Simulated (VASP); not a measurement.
# Si2Ge3 (P3m1) in VASP: single point with PBE

Aim: the single point of Si2Ge3 with PBE.

Program: VASP 6.6.1. These are calculated values, not measurements. Logs are shortened: lines on timing, memory, paths and dates and some standing lists are left out, and cuts for length are marked.

## (1) The cell of the first run

Symmetry: P3m1, No. 156, trigonal system. Conventional cell: a = 3.675 Å, b = 3.675 Å, c = 16.590 Å, α = 90.00°, β = 90.00°, γ = 120.00°. Within 3.3 Å of Si (site symmetry 3m) lie 3 Si at 2.46 Å and 4 Ge at 2.66 to 3.21 Å. Si (site symmetry 3m) has 7 Ge at 2.59 to 3.19 Å and 1 Si at 3.50 Å within 3.5 Å. Within 3.2 Å of Si (site symmetry 3m) lie 3 Si at 2.46 Å and 4 Ge at 2.85 to 2.89 Å. Within 3.7 Å of Si (site symmetry 3m) lie 8 Ge at 2.57 to 3.63 Å and 6 Si at 3.67 Å. Within 3.4 Å of Ge (site symmetry 3m) lie 3 Si at 2.58 Å and 4 Ge at 2.88 to 2.92 Å. Within 3.4 Å of Ge (site symmetry 3m) lie 3 Si at 2.59 Å and 4 Ge at 2.72 to 3.01 Å. Within 3.5 Å of Ge (site symmetry 3m) lie 7 Si at 2.62 to 3.21 Å and 1 Ge at 3.01 Å. Ge (site symmetry 3m) has 3 Si at 2.57 Å and 4 Ge at 2.92 to 3.04 Å within 3.4 Å.

## (2) Single point, PBE

INCAR

```
  PREC = Accurate
  ENCUT = 520
  EDIFF = 1E-6
  ISMEAR = 0
  SIGMA = 0.1
  LREAL = F
  LASPH = T
  NELM = 80
  ALGO = Normal
  ISIF = 2
  LWAVE = F
  LCHARG = T
  GGA = PE
  LELF = T
  LVHAR = T
  NBANDS = 61
```

KPOINTS

```
Automatic mesh
0
Gamma
  12 12 4
```

POSCAR

```
Si2Ge3
1.0
    3.6748997543      0.0000000000      0.0000000000
   -1.8374498772      3.1825565436      0.0000000000
    0.0000000000      0.0000000000     16.5902277390
Si Ge
4 6
Direct
    0.3333333333      0.6666666667      0.6363908506
    0.6666666667      0.3333333333      0.3503896043
    0.6666666667      0.3333333333      0.5612365521
    0.6666666667      0.3333333333      0.9517988528
    0.3333333333      0.6666666667      0.0406553603
    0.3333333333      0.6666666667      0.2612155536
    0.3333333333      0.6666666667      0.4429001702
    0.3333333333      0.6666666667      0.8644061366
    0.6666666667      0.3333333333      0.1581820773
    0.6666666667      0.3333333333      0.7328248420
```

Potentials or basis: VASP PAW PBE potentials, release 64 (Si, Ge_d).

Command:

```bash
$ cat potpaw_PBE.64/Si/POTCAR potpaw_PBE.64/Ge_d/POTCAR > POTCAR
$ mpirun -np 1 vasp_std > vasp.out
```

OUTCAR:

```text
PREC = Accurate
   ENCUT = 520
   EDIFF = 1E-6
   ISMEAR = 0
   LREAL = F
   LASPH = T
   NELM = 80
   ISIF = 2
   GGA = PE

 ion  position               nearest neighbor table
   1  0.333  0.667  0.636-   3 2.46   3 2.46   3 2.46  10 2.66  10 2.66  10 2.66
   2  0.667  0.333  0.350-   6 2.59   6 2.59   6 2.59   7 2.62   7 2.62   7 2.62
   3  0.667  0.333  0.561-   1 2.46   1 2.46   1 2.46  10 2.85   7 2.89   7 2.89   7 2.89
   4  0.667  0.333  0.952-   8 2.57   8 2.57   8 2.57   5 2.58   5 2.58   5 2.58
   5  0.333  0.667  0.041-   4 2.58   4 2.58   4 2.58   9 2.88   9 2.88   9 2.88
   6  0.333  0.667  0.261-   2 2.59   2 2.59   2 2.59   9 2.72   9 2.72   9 2.72
   7  0.333  0.667  0.443-   2 2.62   2 2.62   2 2.62   3 2.89   3 2.89   3 2.89
   8  0.333  0.667  0.864-   4 2.57   4 2.57   4 2.57
   9  0.667  0.333  0.158-   6 2.72   6 2.72   6 2.72   5 2.88   5 2.88   5 2.88
  10  0.667  0.333  0.733-   1 2.66   1 2.66   1 2.66   3 2.85

  LATTYP: Found a hexagonal cell.
 ALAT       =     3.6748997543
 C/A-ratio  =     4.5144708286

  Lattice vectors:

 A1 = (   3.6748997543,   0.0000000000,   0.0000000000)
 A2 = (  -1.8374498772,   3.1825565436,   0.0000000000)
 A3 = (   0.0000000000,   0.0000000000,  16.5902277390)

Analysis of symmetry for initial positions (statically):
=====================================================================
 Subroutine PRICEL returns:
 Original cell was already a primitive cell.

 Routine SETGRP: Setting up the symmetry group for a
 hexagonal supercell.

 Subroutine GETGRP returns: Found  6 space group operations
 (whereof  6 operations were pure point group operations)
 out of a pool of 24 trial point group operations.

The static configuration has the point symmetry C_3v.

Analysis of symmetry for dynamics (positions and initial velocities):
=====================================================================
 Subroutine PRICEL returns:
 Original cell was already a primitive cell.

 Routine SETGRP: Setting up the symmetry group for a
 hexagonal supercell.

 Subroutine GETGRP returns: Found  6 space group operations
 (whereof  6 operations were pure point group operations)
 out of a pool of 24 trial point group operations.

The dynamic configuration has the point symmetry C_3v.

 Subroutine INISYM returns: Found  6 space group operations
 (whereof  6 operations are pure point group operations),
 and found     1 'primitive' translations

----------------------------------------------------------------------------------------

                                     Primitive cell

  volume of cell :     194.0323

  direct lattice vectors                    reciprocal lattice vectors
     3.674899754  0.000000000  0.000000000     0.272116266  0.157106400  0.000000000
    -1.837449877  3.182556544  0.000000000     0.000000000  0.314212799  0.000000000
     0.000000000  0.000000000 16.590227739     0.000000000  0.000000000  0.060276448

  length of vectors
     3.674899754  3.674899754 16.590227739     0.314212799  0.314212799  0.060276448

  position of ions in fractional coordinates (direct lattice)
     0.333333333  0.666666667  0.636390851
     0.666666667  0.333333333  0.350389604
     0.666666667  0.333333333  0.561236552
     0.666666667  0.333333333  0.951798853
     0.333333333  0.666666667  0.040655360
     0.333333333  0.666666667  0.261215554
     0.333333333  0.666666667  0.442900170
     0.333333333  0.666666667  0.864406137
     0.666666667  0.333333333  0.158182077
     0.666666667  0.333333333  0.732824842

  ion indices of the primitive-cell ions
   primitive index   ion index
                 1           1
                 2           2
                 3           3
                 4           4
                 5           5
                 6           6
                 7           7
                 8           8
                 9           9
                10          10

----------------------------------------------------------------------------------------

 KPOINTS: Automatic mesh

Automatic generation of k-mesh.
 Grid dimensions read from file:
 generate k-points for:   12   12    4

 Generating k-lattice:

  Cartesian coordinates                     Fractional coordinates (reciprocal lattice)
     0.022676356  0.013092200  0.000000000     0.083333333  0.000000000  0.000000000
     0.000000000  0.026184400  0.000000000     0.000000000  0.083333333  0.000000000
     0.000000000  0.000000000  0.015069112     0.000000000  0.000000000  0.250000000

  Length of vectors
     0.026184400  0.026184400  0.015069112

  Shift w.r.t. Gamma in fractional coordinates (k-lattice)
     0.000000000  0.000000000  0.000000000

 Subroutine IBZKPT returns following result:
 ===========================================

 Found     69 irreducible k-points:

 Following reciprocal coordinates:
            Coordinates               Weight
  0.000000  0.000000  0.000000      1.000000
  0.083333  0.000000  0.000000      6.000000
  0.166667 -0.000000  0.000000      6.000000
  0.250000  0.000000  0.000000      6.000000
  0.333333  0.000000  0.000000      6.000000
  0.416667  0.000000  0.000000      6.000000
[... 16 lines left out ...]
  0.166667 -0.000000  0.250000      6.000000
  0.000000  0.166667  0.250000      6.000000
 [... further k-points ...]
   k-points           NKPTS =     69   k-points in BZ     NKDIM =     69   number of bands    NBANDS=     61
   number of dos      NEDOS =    301   number of ions     NIONS =     10
   total plane-waves  NPLWV =  98784
   dimension x,y,z NGX =    28 NGY =   28 NGZ =  126
   dimension x,y,z NGXF=    56 NGYF=   56 NGZF=  252
   ions per type =               4   6
   NGX,Y,Z   is equivalent  to a cutoff of  12.67, 12.67, 12.63 a.u.
   NGXF,Y,Z  is equivalent  to a cutoff of  25.33, 25.33, 25.25 a.u.
 SYSTEM =  unknown system
   PREC   = accura    normal or accurate (medium, high low for compatibility)
   ISTART =      0    job   : 0-new  1-cont  2-samecut
   ICHARG =      2    charge: 1-file 2-atom 10-const
   ISPIN  =      1    spin polarized calculation?
   LNONCOLLINEAR =      F non collinear calculations
   LSORBIT =      F    spin-orbit coupling
   LASPH  =      T    aspherical Exc in radial PAW
   ENCUT  =  520.0 eV  38.22 Ry    6.18 a.u.   6.83  6.83 30.85*2*pi/ulx,y,z
   NELM   =     80;   NELMIN=  2; NELMDL= -5     # of ELM steps
   EDIFF  = 0.1E-05   stopping-criterion for ELM
   LREAL  =      F    real-space projection
   EDIFFG = 0.1E-04   stopping-criterion for IOM
   NSW    =      0    number of steps for IOM
   IBRION =     -1    ionic relax: 0-MD 1-quasi-New 2-CG
   NFREE  =      0    steps in history (QN), initial steepest desc. (CG)
   ISIF   =      2    stress and relaxation
   ISYM   =      2    0-nonsym 1-usesym 2-fastsym
   POTIM  = 0.5000    time-step for ionic-motion
   TEBEG  =    0.0;   TEEND  =   0.0 temperature during run
   PSTRESS=    0.0 pullay stress
   NELECT =     100.0000    total number of electrons
   NUPDOWN=      -1.0000    fix difference up-down
   EMIN   =  10.00;   EMAX   =-10.00  energy-range for DOS
   EFERMI =   0.00;   METHOD = LEGACY
   ISMEAR =     0;   SIGMA  =   0.10  broadening in eV -4-tet -1-fermi 0-gaus
   EFERMI_NEDOS =   21; number of points for ismear=-14 and -15
   IALGO  =     38    algorithm
   IMIX   =      4    mixing-type and parameters
     AMIX     =   0.40;   BMIX     =  1.00
     AMIX_MAG =   1.60;   BMIX_MAG =  1.00
  volume/ion in A,a.u.               =      19.40       130.94
  Fermi-wavevector in a.u.,A,eV,Ry     =   1.312553  2.480365 23.440053  1.722795
  Thomas-Fermi vector in A             =   2.442937
   LORBIT       =      0    0 simple, 1 ext, 2 COOP (PROOUT), +10 PAW based schemes
   GGA     = PE    functional components
   LHFCALC =     F    Hartree Fock is set to
   AEXX    =    0.0000 exact exchange contribution
   IVDW    =     0    specifies the selected vdW correction
   LEPSILON=     F    determine dielectric tensor
   LRPA    =     F    only Hartree local field effects (RPA)
 non-spin polarized calculation
 Gauss-broadening in eV      SIGMA  =   0.10
  energy-cutoff  :      520.00
  volume of cell :      194.03
 maximum number of plane-waves:      5259
   NGX = 13   NGY = 13   NGZ = 61

 number of electron     100.0000000 magnetization

 number of electron      99.9999995 magnetization

 Free energy of the ion-electron system (eV)
  ---------------------------------------------------
  ext. energy  EPLUGINS =         0.00000000
  ---------------------------------------------------
  free energy    TOTEN  =       -45.22725067 eV

  energy without entropy =      -45.20920174  energy(sigma->0) =      -45.21822621

 E-fermi :   6.4524     XC(G=0): -10.5231

 val. band max:        6.4404890622   @ k =   0.4167   0.0000   0.5000
 cond. band min:       6.4534017248   @ k =   0.2500   0.1667   0.5000
 fundamental gap:      0.0129126626
 Fermi energy:         6.4524472505

 k-point     1 :       0.0000    0.0000    0.0000
  band No.  band energies     occupation
      1     -18.3864      2.00000
      2     -18.3864      2.00000
      3     -18.3771      2.00000
      4     -18.3509      2.00000
      5     -18.3509      2.00000
      6     -18.2955      2.00000
[... 53 lines left out ...]
     60       9.9756      0.00000
     61       9.9858      0.00000

 k-point     2 :       0.0833    0.0000    0.0000
  band No.  band energies     occupation
      1     -18.3864      2.00000
      2     -18.3856      2.00000
      3     -18.3765      2.00000
      4     -18.3505      2.00000
      5     -18.3497      2.00000
      6     -18.2952      2.00000
[... 53 lines left out ...]
     60      10.0664      0.00000
     61      10.1087      0.00000

 k-point     3 :       0.1667   -0.0000    0.0000
  band No.  band energies     occupation
      1     -18.3863      2.00000
      2     -18.3834      2.00000
      3     -18.3749      2.00000
      4     -18.3492      2.00000
      5     -18.3462      2.00000
      6     -18.2944      2.00000
[... 1333 lines left out ...]
     60      10.4703      0.00000
     61      10.8236      0.00000

 k-point    24 :       0.0000    0.1667    0.2500
  band No.  band energies     occupation
      1     -18.3863      2.00000
      2     -18.3834      2.00000
      3     -18.3749      2.00000
      4     -18.3492      2.00000
      5     -18.3462      2.00000
      6     -18.2944      2.00000
[... 53 lines left out ...]
     60      10.5167      0.00000
     61      10.7619      0.00000

 [... further k-points ...]
[... 5 lines left out ...]
  --------------------------------------------------------------------------------------
  -------------------------------------------------------------------------------------
  Total       -0.2465562     -0.2465562     -0.2083694      0.0000000      0.0000000      0.0000000
  in kB       -2.0358820     -2.0358820     -1.7205627      0.0000000      0.0000000      0.0000000
  external PRESSURE =      -1.9307756 kB  Pullay stress =       0.0000000 kB

 VOLUME and BASIS-vectors are now :
 -----------------------------------------------------------------------------
  energy-cutoff  :      520.00
  volume of cell :      194.03
      direct lattice vectors                 reciprocal lattice vectors
     3.674899754  0.000000000  0.000000000     0.272116266  0.157106400  0.000000000
    -1.837449877  3.182556544  0.000000000     0.000000000  0.314212799  0.000000000
     0.000000000  0.000000000 16.590227739     0.000000000  0.000000000  0.060276448

 POSITION                                       TOTAL-FORCE (eV/Angst)
 -----------------------------------------------------------------------------------
     -0.00000      2.12170     10.55787        -0.000000     -0.000000     -0.000676
      1.83745      1.06085      5.81304        -0.000000     -0.000000     -0.006162
      1.83745      1.06085      9.31104         0.000000     -0.000000      0.007838
      1.83745      1.06085     15.79056        -0.000000     -0.000000     -0.002732
     -0.00000      2.12170      0.67448         0.000000      0.000000     -0.000843
     -0.00000      2.12170      4.33363         0.000000     -0.000000     -0.003758
     -0.00000      2.12170      7.34781         0.000000      0.000000     -0.000831
     -0.00000      2.12170     14.34069        -0.000000     -0.000000      0.000653
      1.83745      1.06085      2.62428        -0.000000     -0.000000      0.008808
      1.83745      1.06085     12.15773        -0.000000     -0.000000     -0.002298
 -----------------------------------------------------------------------------------
    total drift:                                0.000004     -0.000000     -0.000375

  FREE ENERGIE OF THE ION-ELECTRON SYSTEM (eV)
  ---------------------------------------------------
  free  energy   TOTEN  =       -45.2272506732 eV

  energy  without entropy=      -45.2092017395  energy(sigma->0) =      -45.21822621
```

Wall time 11 min (1 thread of AMD EPYC 9R45 (Zen 5), shared host); peak memory 0.64 GiB.

Results:

| Quantity | Value |
| --- | --- |
| Free energy | -45.2273 eV |
| Pressure | -0.2 GPa |
| Largest force | 0.009 eV/Å |
| Band gap on the k mesh | zero (bands 50 and 51 overlap by 3.46 eV) |

Forces on the atoms (eV/Å):
```
Si   0.000  0.000 -0.001
Si   0.000  0.000 -0.006
Si   0.000  0.000  0.008
Si   0.000  0.000 -0.003
Ge   0.000  0.000 -0.001
Ge   0.000  0.000 -0.004
Ge   0.000  0.000 -0.001
Ge   0.000  0.000  0.001
Ge   0.000  0.000  0.009
Ge   0.000  0.000 -0.002
```

Levels at points of the mesh, in eV from the Fermi level:
| k point | band 47 | band 48 | band 49 | band 50 | band 51 | band 52 | band 53 | band 54 |
| --- | --- | --- | --- | --- | --- | --- | --- | --- |
| (0.00, 0.00, 0.00) | 0.01 | 1.30 | 1.38 | 1.84 | 1.84 | 2.34 | 2.34 | 2.72 |
| (0.50, 0.00, 0.00) | -1.98 | -1.73 | -1.67 | -0.14 | 0.06 | 0.40 | 0.40 | 0.58 |
| (0.00, 0.00, 0.50) | 0.72 | 0.84 | 1.65 | 1.65 | 1.70 | 2.38 | 2.90 | 2.90 |
| (0.50, 0.00, 0.50) | -1.94 | -1.82 | -1.23 | -0.40 | -0.17 | -0.05 | 0.91 | 1.15 |
